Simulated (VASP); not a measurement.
# SiC in VASP: further runs

Runs on SiC. Level: PBE. Tasks: electric field gradients.

Program: VASP 6.6.1. These are calculated values, not measurements. Logs are shortened: lines on timing, memory, paths and dates and some standing lists are left out, and cuts for length are marked.

**1. The cell of the first run**

Symmetry: I-4m2, No. 119, tetragonal system. The conventional cell has a = 2.982 Å, b = 2.982 Å, c = 4.348 Å, α = 90.00°, β = 90.00°, γ = 90.00°. Within 2.4 Å of Si (site symmetry -4m2) lie 4 C at 1.85 Å. C (site symmetry -4m2) has 4 Si at 1.85 Å within 2.4 Å.

**2. Electric field gradients, PBE (x and y stretched by -3 %, z held)**

INCAR

```
PREC = Accurate
ENCUT = 520
EDIFF = 1E-8
ISMEAR = -1
SIGMA = 0.05
LREAL = F
LASPH = T
NELM = 60
ALGO = Normal
ISIF = 2
LWAVE = F
LCHARG = F
GGA = PE
LEFG = T
NBANDS = 11
```

KPOINTS

```
Automatic mesh
0
Gamma
  16 16 16
```

POSCAR

```
SiC
1.0
    0.0000000000      2.1087800000      2.1740000000
    2.1087800000      0.0000000000      2.1740000000
    2.1087800000      2.1087800000      0.0000000000
Si C
1 1
Direct
    0.0000000000      0.0000000000      0.0000000000
    0.7500000000      0.7500000000      0.7500000000
```

Potentials or basis: VASP PAW PBE potentials, release 64 (Si, C).

Command:

```console
$ cat potpaw_PBE.64/Si/POTCAR potpaw_PBE.64/C/POTCAR > POTCAR
$ mpirun -np 1 vasp_std > vasp.out
```

OUTCAR:

```text
PREC = Accurate
   ENCUT = 520
   EDIFF = 1E-8
   ISMEAR = -1
   LREAL = F
   LASPH = T
   NELM = 60
   ISIF = 2
   GGA = PE

 ion  position               nearest neighbor table
   1  0.000  0.000  0.000-   2 1.85   2 1.85   2 1.85   2 1.85
   2  0.750  0.750  0.750-   1 1.85   1 1.85   1 1.85   1 1.85

  LATTYP: Found a body centered tetragonal cell.
 ALAT       =     2.9822652761
 C/A-ratio  =     1.4579521262

  Lattice vectors:

 A1 = (  -2.1087800000,   0.0000000000,   2.1740000000)
 A2 = (   2.1087800000,   0.0000000000,   2.1740000000)
 A3 = (   0.0000000000,   2.1087800000,  -2.1740000000)

Analysis of symmetry for initial positions (statically):
=====================================================================
 Subroutine PRICEL returns:
 Original cell was already a primitive cell.

 Routine SETGRP: Setting up the symmetry group for a
 body centered tetragonal supercell.

 Subroutine GETGRP returns: Found  8 space group operations
 (whereof  8 operations were pure point group operations)
 out of a pool of 16 trial point group operations.

The static configuration has the point symmetry D_2d.

Analysis of symmetry for dynamics (positions and initial velocities):
=====================================================================
 Subroutine PRICEL returns:
 Original cell was already a primitive cell.

 Routine SETGRP: Setting up the symmetry group for a
 body centered tetragonal supercell.

 Subroutine GETGRP returns: Found  8 space group operations
 (whereof  8 operations were pure point group operations)
 out of a pool of 16 trial point group operations.

The dynamic configuration has the point symmetry D_2d.

 Subroutine INISYM returns: Found  8 space group operations
 (whereof  8 operations are pure point group operations),
 and found     1 'primitive' translations

----------------------------------------------------------------------------------------

                                     Primitive cell

  volume of cell :      19.3354

  direct lattice vectors                    reciprocal lattice vectors
     0.000000000  2.108780000  2.174000000    -0.237103918  0.237103918  0.229990800
     2.108780000  0.000000000  2.174000000     0.237103918 -0.237103918  0.229990800
     2.108780000  2.108780000  0.000000000     0.237103918  0.237103918 -0.229990800

  length of vectors
[... 133 lines left out ...]
 fundamental gap:      1.1239529040
 Fermi energy:         9.5716033724

 k-point     1 :       0.0000    0.0000    0.0000
  band No.  band energies     occupation
      1      -7.0584      2.00000
      2       8.7423      2.00000
      3       8.9636      1.99999
      4       8.9636      1.99999
      5      15.9155      0.00000
      6      16.6637      0.00000
      7      16.6637      0.00000
      8      16.7316      0.00000
      9      23.2703      0.00000
     10      24.2925      0.00000
     11      25.8951      0.00000
[... 309 lines left out ...]
 k-point    24 :      -0.0625    0.0625    0.0000
  band No.  band energies     occupation
      1      -6.8393      2.00000
      2       8.0112      2.00000
      3       8.3288      2.00000
      4       8.9593      1.99999
      5      16.1478      0.00000
      6      16.6892      0.00000
      7      16.8110      0.00000
      8      17.3954      0.00000
      9      22.6603      0.00000
     10      23.0408      0.00000
     11      26.1411      0.00000

 [... further k-points ...]

------------------------ aborting loop because EDIFF is reached ----------------------------------------

  FORCE on cell =-STRESS in cart. coord.  units (eV):
  Direction    XX          YY          ZZ          XY          YZ          ZX
  --------------------------------------------------------------------------------------
  -------------------------------------------------------------------------------------
  Total        2.8105675      2.8105675      1.7934845      0.0000000      0.0000000     -0.0000000
  in kB      232.8908975    232.8908975    148.6127708      0.0000000      0.0000000     -0.0000000
  external PRESSURE =     204.7981886 kB  Pullay stress =       0.0000000 kB

 VOLUME and BASIS-vectors are now :
 -----------------------------------------------------------------------------
  energy-cutoff  :      520.00
  volume of cell :       19.34
      direct lattice vectors                 reciprocal lattice vectors
     0.000000000  2.108780000  2.174000000    -0.237103918  0.237103918  0.229990800
     2.108780000  0.000000000  2.174000000     0.237103918 -0.237103918  0.229990800
     2.108780000  2.108780000  0.000000000     0.237103918  0.237103918 -0.229990800

 POSITION                                       TOTAL-FORCE (eV/Angst)
 -----------------------------------------------------------------------------------
      0.00000      0.00000      0.00000        -0.000000     -0.000000      0.000000
      3.16317      3.16317      3.26100         0.000000      0.000000     -0.000000
 -----------------------------------------------------------------------------------
    total drift:                               -0.000000     -0.000000     -0.000000

  FREE ENERGIE OF THE ION-ELECTRON SYSTEM (eV)
  ---------------------------------------------------
  free  energy   TOTEN  =       -14.9506058605 eV

  energy  without entropy=      -14.9506058168  energy(sigma->0) =      -14.95060584

 Electric field gradients (V/A^2)
---------------------------------------------------------------------
 ion       V_xx      V_yy      V_zz      V_xy      V_xz      V_yz
---------------------------------------------------------------------
   1       1.790     1.790    -3.580     0.000     0.000     0.000
   2      -1.089    -1.089     2.177    -0.000    -0.000    -0.000
---------------------------------------------------------------------

 Electric field gradients after diagonalization (V/A^2)
 (convention: |V_zz| > |V_xx| > |V_yy|)
----------------------------------------------------------------------
 ion       V_xx      V_yy      V_zz     asymmetry (V_yy - V_xx)/ V_zz
----------------------------------------------------------------------
   1       1.790     1.790    -3.580       0.000
   2      -1.089    -1.088     2.177       0.000
----------------------------------------------------------------------

           NMR quadrupolar parameters

 Cq : quadrupolar parameter    Cq=e*Q*V_zz/h
 eta: asymmetry parameters     (V_yy - V_xx)/ V_zz
 Q  : nuclear electric quadrupole moment in mb (millibarn)
----------------------------------------------------------------------
 ion       Cq(MHz)       eta       Q (mb)
----------------------------------------------------------------------
   1      -0.009       0.000       1.000
   2       0.005       0.000       1.000
----------------------------------------------------------------------
```

Run time: 44 s. Hardware: 1 thread of Intel Xeon Platinum 8259CL at 2.50GHz (Skylake/Cascade Lake), shared host; peak memory 0.19 GiB.

Results:

```yaml
Free_energy: -14.9506 eV
Pressure: 20.5 GPa
Band_gap_on_the_k_mesh: 1.12 eV, indirect (least direct gap 4.57 eV)
```

Electric field gradients, principal values (V/Å²):
| atom | least | middle | greatest (by size) |
| --- | --- | --- | --- |
| 1 Si | 1.790 | 1.790 | -3.580 |
| 2 C | -1.088 | -1.089 | 2.177 |

Caveat: the cell differs from its parent crystal (x and y stretched by -3 %, z held); without QUAD_EFG the Cq values of the log hold for a quadrupole moment of 1 mb, not for the nuclei.

**3. Electric field gradients, PBE (volume scaled by 0.95)**

INCAR

```
SYSTEM = SiC
PREC = Accurate ; ENCUT = 520
EDIFF = 1E-8 ; ISMEAR = -1
SIGMA = 0.05 ; LREAL = .False.
LASPH = .True. ; NELM = 60
ALGO = Normal ; ISIF = 2
LWAVE = .False. ; LCHARG = .False.
GGA = PE ; LEFG = .True.
NBANDS = 11
```

KPOINTS

```
Automatic mesh
0
Gamma
  16 16 16
  0 0 0
```

POSCAR

```
SiC
1.0
    0.0000000000      2.1371454226      2.1371454226
    2.1371454226      0.0000000000      2.1371454226
    2.1371454226      2.1371454226      0.0000000000
Si C
1 1
Direct
    0.0000000000      0.0000000000      0.0000000000
    0.7500000000      0.7500000000      0.7500000000
```

Potentials or basis: VASP PAW PBE potentials, release 64 (Si, C).

Command:

```console
$ cat potpaw_PBE.64/Si/POTCAR potpaw_PBE.64/C/POTCAR > POTCAR
$ mpirun -np 1 vasp_std > vasp.out
```

OUTCAR:

```text
SYSTEM = SiC
   PREC = Accurate
   ENCUT = 520
   EDIFF = 1E-8
   ISMEAR = -1
   LREAL = .False.
   LASPH = .True.
   NELM = 60
   ISIF = 2
   GGA = PE

 ion  position               nearest neighbor table
   1  0.000  0.000  0.000-   2 1.85   2 1.85   2 1.85   2 1.85
   2  0.750  0.750  0.750-   1 1.85   1 1.85   1 1.85   1 1.85

  LATTYP: Found a face centered cubic cell.
 ALAT       =     4.2742908452

  Lattice vectors:

 A1 = (   0.0000000000,   2.1371454226,   2.1371454226)
 A2 = (   2.1371454226,   0.0000000000,   2.1371454226)
 A3 = (   2.1371454226,   2.1371454226,   0.0000000000)

Analysis of symmetry for initial positions (statically):
=====================================================================
 Subroutine PRICEL returns:
 Original cell was already a primitive cell.

 Routine SETGRP: Setting up the symmetry group for a
 face centered cubic supercell.

 Subroutine GETGRP returns: Found 24 space group operations
 (whereof 24 operations were pure point group operations)
 out of a pool of 48 trial point group operations.

The static configuration has the point symmetry T_d .

Analysis of symmetry for dynamics (positions and initial velocities):
=====================================================================
 Subroutine PRICEL returns:
 Original cell was already a primitive cell.

 Routine SETGRP: Setting up the symmetry group for a
 face centered cubic supercell.

 Subroutine GETGRP returns: Found 24 space group operations
 (whereof 24 operations were pure point group operations)
 out of a pool of 48 trial point group operations.

The dynamic configuration has the point symmetry T_d .

 Subroutine INISYM returns: Found 24 space group operations
 (whereof 24 operations are pure point group operations),
 and found     1 'primitive' translations

----------------------------------------------------------------------------------------

                                     Primitive cell

  volume of cell :      19.5224

  direct lattice vectors                    reciprocal lattice vectors
     0.000000000  2.137145423  2.137145423    -0.233956938  0.233956938  0.233956938
     2.137145423  0.000000000  2.137145423     0.233956938 -0.233956938  0.233956938
     2.137145423  2.137145423  0.000000000     0.233956938  0.233956938 -0.233956938

  length of vectors
     3.022380041  3.022380041  3.022380041     0.405225304  0.405225304  0.405225304

  position of ions in fractional coordinates (direct lattice)
     0.000000000  0.000000000  0.000000000
     0.750000000  0.750000000  0.750000000

  ion indices of the primitive-cell ions
   primitive index   ion index
                 1           1
                 2           2

----------------------------------------------------------------------------------------

 KPOINTS: Automatic mesh

Automatic generation of k-mesh.
 Grid dimensions read from file:
 generate k-points for:   16   16   16

[... 78 lines left out ...]
   ISMEAR =    -1;   SIGMA  =   0.05  broadening in eV -4-tet -1-fermi 0-gaus
   EFERMI_NEDOS =   21; number of points for ismear=-14 and -15
   IALGO  =     38    algorithm
   IMIX   =      4    mixing-type and parameters
     AMIX     =   0.40;   BMIX     =  1.00
     AMIX_MAG =   1.60;   BMIX_MAG =  1.00
  volume/ion in A,a.u.               =       9.76        65.87
  Fermi-wavevector in a.u.,A,eV,Ry     =   1.215983  2.297874 20.117766  1.478614
  Thomas-Fermi vector in A             =   2.351352
   LORBIT       =      0    0 simple, 1 ext, 2 COOP (PROOUT), +10 PAW based schemes
   GGA     = PE    functional components
   LHFCALC =     F    Hartree Fock is set to
   AEXX    =    0.0000 exact exchange contribution
   IVDW    =     0    specifies the selected vdW correction
   LEPSILON=     F    determine dielectric tensor
   LRPA    =     F    only Hartree local field effects (RPA)
 non-spin polarized calculation
  energy-cutoff  :      520.00
  volume of cell :       19.52
 maximum number of plane-waves:       544
   NGX = 11   NGY = 11   NGZ = 11

 number of electron       7.9999999 magnetization

 Free energy of the ion-electron system (eV)
  ---------------------------------------------------
  ext. energy  EPLUGINS =         0.00000000
  ---------------------------------------------------
  free energy    TOTEN  =       -14.98314439 eV

  energy without entropy =      -14.98314438  energy(sigma->0) =      -14.98314438

 E-fermi :   9.4708     XC(G=0): -11.6122

 val. band max:        8.7729067655   @ k =   0.0000   0.0000   0.0000
 cond. band min:      10.0734766852   @ k =   0.5000   0.5000   0.0000
 fundamental gap:      1.3005699198
 Fermi energy:         9.4708389170

 k-point     1 :       0.0000    0.0000    0.0000
  band No.  band energies     occupation
      1      -7.0943      2.00000
      2       8.7729      2.00000
      3       8.7729      2.00000
      4       8.7729      2.00000
      5      15.6931      0.00000
      6      16.4973      0.00000
      7      16.4973      0.00000
      8      16.4973      0.00000
      9      23.6266      0.00000
     10      23.6266      0.00000
     11      26.1751      0.00000
[... 309 lines left out ...]
 k-point    24 :      -0.0625    0.0625    0.0000
  band No.  band energies     occupation
      1      -6.8812      2.00000
      2       7.8607      2.00000
      3       8.3544      2.00000
      4       8.7542      2.00000
      5      15.9853      0.00000
      6      16.4960      0.00000
      7      16.6290      0.00000
      8      17.1597      0.00000
      9      22.1184      0.00000
     10      23.0216      0.00000
     11      26.2638      0.00000

 [... further k-points ...]

------------------------ aborting loop because EDIFF is reached ----------------------------------------

  FORCE on cell =-STRESS in cart. coord.  units (eV):
  Direction    XX          YY          ZZ          XY          YZ          ZX
  --------------------------------------------------------------------------------------
  -------------------------------------------------------------------------------------
  Total        2.1728142      2.1728142      2.1728142      0.0000000     -0.0000000     -0.0000000
  in kB      178.3203697    178.3203697    178.3203697      0.0000000     -0.0000000     -0.0000000
  external PRESSURE =     178.3203697 kB  Pullay stress =       0.0000000 kB

 VOLUME and BASIS-vectors are now :
 -----------------------------------------------------------------------------
  energy-cutoff  :      520.00
  volume of cell :       19.52
      direct lattice vectors                 reciprocal lattice vectors
     0.000000000  2.137145423  2.137145423    -0.233956938  0.233956938  0.233956938
     2.137145423  0.000000000  2.137145423     0.233956938 -0.233956938  0.233956938
     2.137145423  2.137145423  0.000000000     0.233956938  0.233956938 -0.233956938

 POSITION                                       TOTAL-FORCE (eV/Angst)
 -----------------------------------------------------------------------------------
      0.00000      0.00000      0.00000         0.000000      0.000000      0.000000
      3.20572      3.20572      3.20572        -0.000000     -0.000000     -0.000000
 -----------------------------------------------------------------------------------
    total drift:                               -0.000000     -0.000000     -0.000000

  FREE ENERGIE OF THE ION-ELECTRON SYSTEM (eV)
  ---------------------------------------------------
  free  energy   TOTEN  =       -14.9831443907 eV

  energy  without entropy=      -14.9831443774  energy(sigma->0) =      -14.98314438

 Electric field gradients (V/A^2)
---------------------------------------------------------------------
 ion       V_xx      V_yy      V_zz      V_xy      V_xz      V_yz
---------------------------------------------------------------------
   1       0.000     0.000    -0.000     0.000     0.000     0.000
   2      -0.000     0.000     0.000    -0.000    -0.000    -0.000
---------------------------------------------------------------------

 Electric field gradients after diagonalization (V/A^2)
 (convention: |V_zz| > |V_xx| > |V_yy|)
----------------------------------------------------------------------
 ion       V_xx      V_yy      V_zz     asymmetry (V_yy - V_xx)/ V_zz
----------------------------------------------------------------------
   1      -0.000    -0.000     0.000       0.000
   2       0.000     0.000    -0.000       0.000
----------------------------------------------------------------------

           NMR quadrupolar parameters

 Cq : quadrupolar parameter    Cq=e*Q*V_zz/h
 eta: asymmetry parameters     (V_yy - V_xx)/ V_zz
 Q  : nuclear electric quadrupole moment in mb (millibarn)
----------------------------------------------------------------------
 ion       Cq(MHz)       eta       Q (mb)
----------------------------------------------------------------------
   1       0.000       0.000       1.000
   2      -0.000       0.000       1.000
----------------------------------------------------------------------
```

OSZICAR:

```text
N       E                     dE             d eps       ncg     rms          rms(c)
DAV:   1     0.356501268262E+01    0.35650E+01   -0.40408E+03  3353   0.616E+02
DAV:   2    -0.164262489382E+02   -0.19991E+02   -0.18966E+02  4021   0.111E+02
DAV:   3    -0.170050057859E+02   -0.57876E+00   -0.57773E+00  3889   0.156E+01
DAV:   4    -0.170070132349E+02   -0.20074E-02   -0.20073E-02  3659   0.119E+00
DAV:   5    -0.170070214674E+02   -0.82325E-05   -0.82324E-05  3912   0.703E-02    0.945E+00
DAV:   6    -0.150604283443E+02    0.19466E+01   -0.65898E+00  3559   0.118E+01    0.425E+00
DAV:   7    -0.149911320222E+02    0.69296E-01   -0.46391E-01  3837   0.385E+00    0.190E+00
DAV:   8    -0.149829342947E+02    0.81977E-02   -0.21151E-02  3604   0.972E-01    0.171E-01
DAV:   9    -0.149830418762E+02   -0.10758E-03   -0.15054E-03  3973   0.227E-01    0.115E-01
DAV:  10    -0.149831421298E+02   -0.10025E-03   -0.20574E-04  3565   0.893E-02    0.261E-02
DAV:  11    -0.149831439930E+02   -0.18632E-05   -0.34052E-05  3820   0.314E-02    0.667E-03
DAV:  12    -0.149831443626E+02   -0.36967E-06   -0.15764E-06  3706   0.761E-03    0.116E-03
DAV:  13    -0.149831444004E+02   -0.37767E-07   -0.69215E-08  3679   0.189E-03    0.103E-03
DAV:  14    -0.149831443907E+02    0.97418E-08   -0.50839E-09  2552   0.488E-04
   1 F= -.14983144E+02 E0= -.14983144E+02  d E =-.132480E-07
```

stdout:

```text
POSCAR found type information on POSCAR SiC
 POSCAR found :  2 types and       2 ions
 scaLAPACK will be used
 LDA part: xc-table for (Slater+PW92), standard interpolation
 POSCAR, INCAR and KPOINTS ok, starting setup
 FFT: planning ... GRIDC
 FFT: planning ... GRID_SOFT
 FFT: planning ... GRID
 WAVECAR not read
 entering main loop
ion   1

ion   2
```

It took 11 s on 1 thread of Intel Xeon Platinum 8559C (Emerald Rapids), shared host; peak memory 0.15 GiB.

What came out:

```yaml
Free_energy: -14.9831 eV
Pressure: 17.8 GPa
Band_gap_on_the_k_mesh: 1.30 eV, indirect (least direct gap 4.60 eV)
```

Levels at points of the mesh, in eV from the valence-band top:
```
           k point  band 2  band 3  band 4  band 5  band 6  band 7
(0.00, 0.00, 0.00)    0.00    0.00    0.00    6.92    7.72    7.72
(0.50, 0.00, 0.00)   -8.86   -1.06   -1.06    5.97    7.47    7.47
(0.50, 0.50, 0.00)   -7.98   -3.30   -3.30    1.30    4.53   14.72
```

Caveat: without QUAD_EFG the Cq values of the log hold for a quadrupole moment of 1 mb, not for the nuclei. A k mesh can miss the band edges.

(Part 1 of 3 ends here.)
